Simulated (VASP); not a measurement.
# Zn2Ga (I4/mmm) in VASP: a series of runs, part 3 of 3

VASP 6.6.1.

### Step 4. Relaxation of cell and atoms, PBE

INCAR

```
SYSTEM = Zn2Ga
PREC = Accurate ; ENCUT = 600
EDIFF = 1E-6 ; ISMEAR = 0
SIGMA = 0.1 ; LREAL = .False.
LASPH = .True. ; NELM = 60
ALGO = Fast ; ISIF = 3
LWAVE = .False. ; LCHARG = .False.
GGA = PE ; IBRION = 2
NSW = 90 ; EDIFFG = -0.04
```

KPOINTS

```
Automatic mesh
0
Gamma
  6 6 6
  0 0 0
```

POSCAR

```
Zn2Ga
1.0
   -1.9434154998      1.9434154998      3.1874012568
    1.9434154998     -1.9434154998      3.1874012568
    1.9434154998      1.9434154998     -3.1874012568
Zn Ga
2 1
Direct
    0.5930000000      0.5930000000      0.0000000000
    0.4070000000      0.4070000000      0.0000000000
    0.0000000000      0.0000000000      0.0000000000
```

Potentials or basis: VASP PAW PBE potentials, release 64 (Zn, Ga_d).

Launch:

```
$ cat potpaw_PBE.64/Zn/POTCAR potpaw_PBE.64/Ga_d/POTCAR > POTCAR
$ mpirun -np 1 vasp_std > vasp.out
```

OUTCAR:

```text
SYSTEM = Zn2Ga
   PREC = Accurate
   ENCUT = 600
   EDIFF = 1E-6
   ISMEAR = 0
   LREAL = .False.
   LASPH = .True.
   NELM = 60
   ISIF = 3
   GGA = PE
   IBRION = 2
   NSW = 90
   EDIFFG = -0.04

 ion  position               nearest neighbor table
   1  0.593  0.593  0.000-   2 1.19   3 2.59   3 2.81   3 2.81   3 2.81   3 2.81
   2  0.407  0.407  0.000-   1 1.19   3 2.59   3 2.81   3 2.81   3 2.81   3 2.81
   3  0.000  0.000  0.000-   1 2.59   2 2.59   1 2.81   2 2.81   1 2.81   1 2.81   1 2.81   2 2.81
                             2 2.81   2 2.81

 -----------------------------------------------------------------------------
|                                                                             |
|           W    W    AA    RRRRR   N    N  II  N    N   GGGG   !!!           |
|           W    W   A  A   R    R  NN   N  II  NN   N  G    G  !!!           |
|           W    W  A    A  R    R  N N  N  II  N N  N  G       !!!           |
|           W WW W  AAAAAA  RRRRR   N  N N  II  N  N N  G  GGG   !            |
|           WW  WW  A    A  R   R   N   NN  II  N   NN  G    G                |
|           W    W  A    A  R    R  N    N  II  N    N   GGGG   !!!           |
|                                                                             |
|     The distance between some ions is very small. Please check the          |
|     nearest-neighbor list in the OUTCAR file.                               |
|     I HOPE YOU KNOW WHAT YOU ARE DOING!                                     |
|                                                                             |
 -----------------------------------------------------------------------------

  LATTYP: Found a body centered tetragonal cell.
 ALAT       =     3.8868309996
 C/A-ratio  =     1.6401028278

  Lattice vectors:

 A1 = (  -1.9434154998,   1.9434154998,   3.1874012568)
 A2 = (   1.9434154998,  -1.9434154998,   3.1874012568)
 A3 = (   1.9434154998,   1.9434154998,  -3.1874012568)

Analysis of symmetry for initial positions (statically):
=====================================================================
 Subroutine PRICEL returns:
 Original cell was already a primitive cell.

 Routine SETGRP: Setting up the symmetry group for a
 body centered tetragonal supercell.

 Subroutine GETGRP returns: Found 16 space group operations
 (whereof 16 operations were pure point group operations)
 out of a pool of 16 trial point group operations.

The static configuration has the point symmetry D_4h.

Analysis of symmetry for dynamics (positions and initial velocities):
=====================================================================
 Subroutine PRICEL returns:
 Original cell was already a primitive cell.

 Routine SETGRP: Setting up the symmetry group for a
 body centered tetragonal supercell.

 Subroutine GETGRP returns: Found 16 space group operations
 (whereof 16 operations were pure point group operations)
 out of a pool of 16 trial point group operations.

The dynamic configuration has the point symmetry D_4h.

 Subroutine INISYM returns: Found 16 space group operations
 (whereof 16 operations are pure point group operations),
 and found     1 'primitive' translations

----------------------------------------------------------------------------------------

                                     Primitive cell
[... 129 lines left out ...]
  volume of cell :       48.15
 maximum number of plane-waves:      1621
 NGX is ok and might be reduce to    36
   NGX = 17   NGY = 17   NGZ = 17

--------------------------------------- Ionic step        1  -------------------------------------------

 number of electron      37.0000008 magnetization

 Free energy of the ion-electron system (eV)
  ---------------------------------------------------
  ext. energy  EPLUGINS =         0.00000000
  ---------------------------------------------------
  free energy    TOTEN  =        37.14585591 eV

  energy without entropy =       37.15228226  energy(sigma->0) =       37.14906909

------------------------ aborting loop because EDIFF is reached ----------------------------------------

  FORCE on cell =-STRESS in cart. coord.  units (eV):
  Direction    XX          YY          ZZ          XY          YZ          ZX
  --------------------------------------------------------------------------------------
  -------------------------------------------------------------------------------------
  Total        0.7004306      0.7004306    235.0344780      0.0000000      0.0000000      0.0000000
  in kB       23.3049209     23.3049209   7820.1323325      0.0000000      0.0000000      0.0000000
  external PRESSURE =    2622.2473914 kB  Pullay stress =       0.0000000 kB
[... 632 lines left out ...]
     21     192.9566      0.00000
     22     216.6698      0.00000

 [... further k-points ...]

------------------------ aborting loop EDIFF was not reached (unconverged)  ----------------------------

  FORCE on cell =-STRESS in cart. coord.  units (eV):
  Direction    XX          YY          ZZ          XY          YZ          ZX
  --------------------------------------------------------------------------------------
  -------------------------------------------------------------------------------------
  Total     1235.9551310   1235.9551310   -882.8659910      0.0000000     -0.0000000      0.0000000
  in kB     8413.3392117   8413.3392117  -6009.8064035      0.0000000     -0.0000000      0.0000000
  external PRESSURE =    3605.6240066 kB  Pullay stress =       0.0000000 kB

 VOLUME and BASIS-vectors are now :
 -----------------------------------------------------------------------------
  energy-cutoff  :      600.00
  volume of cell :      235.37
      direct lattice vectors                 reciprocal lattice vectors
    -1.965305245  1.965305245 15.234383014     0.000000000  0.254413405  0.032820496
     1.965305245 -1.965305245 15.234383014     0.254413405  0.000000000  0.032820496
     1.965305245  1.965305245-15.234383014     0.254413405  0.254413405  0.000000000

 POSITION                                       TOTAL-FORCE (eV/Angst)
 -----------------------------------------------------------------------------------
      0.00000      0.00000      2.64216        -0.000000     -0.000000   -450.740229
      1.96531      1.96531     12.59222         0.000000      0.000000    450.740229
      1.96531      1.96531     15.23438        -0.000000     -0.000000     -0.000000
 -----------------------------------------------------------------------------------
    total drift:                                0.000000     -0.000000      0.000000
[... 615 lines left out ...]
     21     203.7516      0.00000
     22     214.0907      0.00000

 [... further k-points ...]

------------------------ aborting loop EDIFF was not reached (unconverged)  ----------------------------

  FORCE on cell =-STRESS in cart. coord.  units (eV):
  Direction    XX          YY          ZZ          XY          YZ          ZX
  --------------------------------------------------------------------------------------
  -------------------------------------------------------------------------------------
  Total       -6.3948130     -6.3948130     31.6258678      0.0000000      0.0000000      0.0000000
  in kB     -104.9047749   -104.9047749    518.8118147      0.0000000      0.0000000      0.0000000
  external PRESSURE =     103.0007550 kB  Pullay stress =       0.0000000 kB
[... 628 lines left out ...]
     21       5.2535      0.00000
     22       5.8184      0.00000

 [... further k-points ...]

[... ionic steps 4 to 16 ...]

--------------------------------------- Ionic step       17  -------------------------------------------

 number of electron      36.9999991 magnetization

------------------------ aborting loop because EDIFF is reached ----------------------------------------
[... 69 lines left out ...]
--------------------------------------- Ionic step       19  -------------------------------------------

 number of electron      36.9999988 magnetization

 Free energy of the ion-electron system (eV)
  ---------------------------------------------------
  ext. energy  EPLUGINS =         0.00000000
  ---------------------------------------------------
  free energy    TOTEN  =        -4.99389304 eV

  energy without entropy =       -4.98352662  energy(sigma->0) =       -4.98870983

 E-fermi :   3.9113     XC(G=0): -11.2113

 val. band max:        3.9100117103   @ k =  -0.1667   0.1667   0.0000
 cond. band min:       3.9146410890   @ k =   0.3333   0.1667  -0.0000
 fundamental gap:      0.0046293787
 Fermi energy:         3.9113095747
[... 630 lines left out ...]
  FREE ENERGIE OF THE ION-ELECTRON SYSTEM (eV)
  ---------------------------------------------------
  free  energy   TOTEN  =        -4.9938930417 eV

  energy  without entropy=       -4.9835266243  energy(sigma->0) =       -4.98870983

 reached required accuracy - stopping structural energy minimisation
```

CONTCAR:

```text
Zn2Ga
   1.00000000000000
    -1.8214893607694269    1.8214893607694269    3.7913292993304424
     1.8214893607694269   -1.8214893607694269    3.7913292993304424
     1.8214893607694269    1.8214893607694269   -3.7913292993304424
  Zn              Ga
     2     1
Direct
     0.6653988006450826    0.6653988006450826    0.0000000000000000
     0.3346011993549170    0.3346011993549170    0.0000000000000000
     0.0000000000000000    0.0000000000000000    0.0000000000000000

  0.00000000E+00  0.00000000E+00  0.00000000E+00
  0.00000000E+00  0.00000000E+00  0.00000000E+00
  0.00000000E+00  0.00000000E+00  0.00000000E+00
```

Wall time 12 min (1 thread of Intel Xeon 6975P-C (Granite Rapids), shared host); peak memory 0.24 GiB.

Results:

```yaml
Free_energy: -4.9939 eV
Relaxed_volume: 16.77 Å³/atom
Relaxed_cell: a = 4.584 Å, b = 4.584 Å, c = 4.584 Å, α = 133.17°, β = 133.17°, γ = 68.39°
Space_group_after_relaxing_to_0.1_Å: I4/mmm (No. 139)
Pressure_after_relaxing: 0.1 GPa
Largest_force_after_relaxing: 0.028 eV/Å
Band_gap_on_the_k_mesh: zero (an odd number of electrons rules out a gap without spin polarisation)
```

Forces on the atoms (eV/Å):
```
Zn   0.000  0.000 -0.028
Zn   0.000  0.000  0.028
Ga   0.000  0.000  0.000
```

Final structure:
```cif
data_structure
_symmetry_space_group_name_H-M 'P 1'
_symmetry_Int_Tables_number 1
_cell_length_a 4.5836
_cell_length_b 4.5836
_cell_length_c 4.5836
_cell_angle_alpha 133.170
_cell_angle_beta 133.170
_cell_angle_gamma 68.387
_cell_volume 50.32
loop_
_atom_site_label
_atom_site_type_symbol
_atom_site_fract_x
_atom_site_fract_y
_atom_site_fract_z
_atom_site_occupancy
Zn1 Zn 0.66540 0.66540 0.00000 1
Zn2 Zn 0.33460 0.33460 0.00000 1
Ga1 Ga 0.00000 0.00000 0.00000 1
```

### Step 5. Single point, PBE

This run uses another cell than the first one, of 16.74 Å³/atom.

INCAR

```
  ALGO = Fast
  EDIFF = 1E-6
  ENCUT = 520
  GGA = PE
  ISIF = 2
  ISMEAR = 0
  LASPH = True
  LCHARG = True
  LELF = True
  LREAL = False
  LVHAR = True
  LWAVE = False
  NBANDS = 26
  NELM = 80
  PREC = Accurate
  SIGMA = 0.1
```

KPOINTS

```
k-points
0
Gamma
  18 18 18
```

POSCAR

```
Zn2Ga
1.0
   -1.8254493553      1.8254493553      3.7680470878
    1.8254493553     -1.8254493553      3.7680470878
    1.8254493553      1.8254493553     -3.7680470878
Zn Ga
2 1
Direct
    0.6655072407      0.6655072407      0.0000000000
    0.3344927593      0.3344927593      0.0000000000
    0.0000000000      0.0000000000      0.0000000000
```

Launch:

```
$ cat potpaw_PBE.64/Zn/POTCAR potpaw_PBE.64/Ga_d/POTCAR > POTCAR
$ mpirun -np 1 vasp_std > vasp.out
```

It took 5.6 min on 1 thread of Intel Xeon 6975P-C (Granite Rapids), shared host; peak memory 0.65 GiB.

Results (log left out):

```yaml
Free_energy: -5.0014 eV
Pressure: 0.2 GPa
Band_gap_on_the_k_mesh: zero (an odd number of electrons rules out a gap without spin polarisation)
```

Forces in eV/Å, atoms in the order of the input:
```
Zn   0.000  0.000  0.002
Zn   0.000  0.000 -0.002
Ga   0.000  0.000  0.000
```

Stress tensor (GPa, compression positive):
```
0.15 0.00 0.00
0.00 0.15 0.00
0.00 0.00 0.42
```

Levels at points of the mesh, in eV from the Fermi level:
| k point | band 16 | band 17 | band 18 | band 19 | band 20 | band 21 |
| --- | --- | --- | --- | --- | --- | --- |
| (0.00, 0.00, 0.00) | -7.18 | 0.72 | 0.79 | 2.58 | 3.02 | 3.02 |
| (0.50, 0.00, 0.00) | -6.83 | -6.02 | -2.07 | -0.11 | 3.96 | 4.80 |
| (0.50, 0.50, 0.00) | -4.58 | -4.01 | -2.66 | -1.92 | -0.90 | -0.37 |
| (0.50, 0.50, 0.50) | -7.22 | -6.78 | 0.20 | 0.20 | 1.10 | 5.14 |

### Step 6. The runs side by side

```tsv
task	cell	k mesh	cutoff (eV)	gap on the mesh (eV)	pressure (GPa)	largest force (eV/Å)
single point	a = 4.209 Å, angles 125.0, 125.0, 81.5°, 3 atoms, atomic positions A	6 × 6 × 6	520	none	262.4	197.42
single point	a = 4.586 Å, angles 133.1, 133.1, 68.4°, 3 atoms, atomic positions B	6 × 6 × 6	520	none	-0.1	0.01
relaxation of cell and atoms	relaxed from a = 4.209 Å, angles 125.0, 125.0, 81.5°, 3 atoms, atomic positions A	6 × 6 × 6	600	none	0.1	0.03
single point	a = 4.568 Å, angles 132.9, 132.9, 68.8°, 3 atoms, atomic positions C	18 × 18 × 18	520	none	0.2	-
```

Alike in all rows: level PBE; potentials or basis VASP PAW PBE potentials, release 64 (Zn, Ga_d); no spin polarisation; smearing gaussian 0.1 eV.

Caveats: atoms lie so close that the PAW spheres overlap strongly, which falsifies energies and pressures (at least some runs); the stress differs along the axes, from 2 to 782 GPa (at least some runs); forces of over 1 eV/Å act on the atoms, so gaps and moduli don't describe the material at rest (at least some runs).

Absolute energies hang on the potentials; compare differences alone.

The gap in the log of VASP goes by the Fermi energy; the results here count the filled bands.